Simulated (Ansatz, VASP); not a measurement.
**InPd in VASP and in Ansatz**

The input INCAR:

```
PREC = Accurate ; ENCUT = 520
EDIFF = 1E-6 ; ISMEAR = 0
SIGMA = 0.15 ; LREAL = False
LASPH = True ; NELM = 60
ALGO = Fast ; ISIF = 2
LWAVE = False ; LCHARG = False
GGA = PS ; NBANDS = 18
```

Contents of KPOINTS:

```
Automatic mesh
0
Gamma
  14 14 14
```

File POSCAR:

```
InPd
1.0
    3.2844518451      0.0000000000      0.0000000000
    0.0000000000      3.2844518451      0.0000000000
    0.0000000000      0.0000000000      3.1709821748
In Pd
1 1
Direct
   -0.0049674089      0.0000000000      0.0000000000
    0.5053594057      0.5000000000      0.5000000000
```

Input for Ansatz:

```yaml
crystal:
  lattice:
    - [3.2844518451, 0.0, 0.0]
    - [0.0, 3.2844518451, 0.0]
    - [0.0, 0.0, 3.1709821748]
  atoms:
    - { symbol: In, position: [-0.0049674089, 0.0, 0.0] }
    - { symbol: Pd, position: [0.5053594057, 0.5, 0.5] }
basis:
  ecutwfc: 420
kpoints:
  mp_grid: { grid: [14, 14, 14] }
hamiltonian:
  xc: pbesol
scf:
  occupations: { method: gaussian, width: 0.15 }
output:
  forces: true
  stress: true
  eigenvalues: true
```

Change from the starting cell: mode 4 frozen in at -0.017 Å, strain +e along z and -e/2 along x and y -0.0233.

Alike in both runs: task single point; functional PBEsol; k mesh 14 × 14 × 14; occupations gaussian, width 0.15 eV; no spin polarisation.

```csv
,VASP,Ansatz
version,VASP 6.6.1,Ansatz 0.2.0
potentials or method,"VASP PAW PBE potentials, release 64 (In_d, Pd), cutoff 520 eV","scalar-relativistic, plane waves, PAW"
valence electrons in the cell,23,31
```

|  | VASP | Ansatz | Ansatz less VASP |
| --- | --- | --- | --- |
| gap on the k mesh at the Fermi level (eV) | none | none | - |
| pressure (GPa) | 0.3 | 0.2 | -0.11 |
| traceless stress, the component that is largest in VASP (GPa) | 0.89 | 0.89 | +0.001 |
| rms of the force components (eV/Å) | 0.087 | 0.086 | -0.0013 |

VASP's potentials were made for PBE, not for PBEsol. Atom by atom the forces differ by 0.001 eV/Å (rms over components). A gap of «none» marks a metal or a gap that the smearing closes. With one functional, cell and mesh, what is left measures potentials, basis and numerics. VASP's potentials hold 23 valence electrons a cell and Ansatz's 31, so a difference there can come from the potentials and not from the codes.
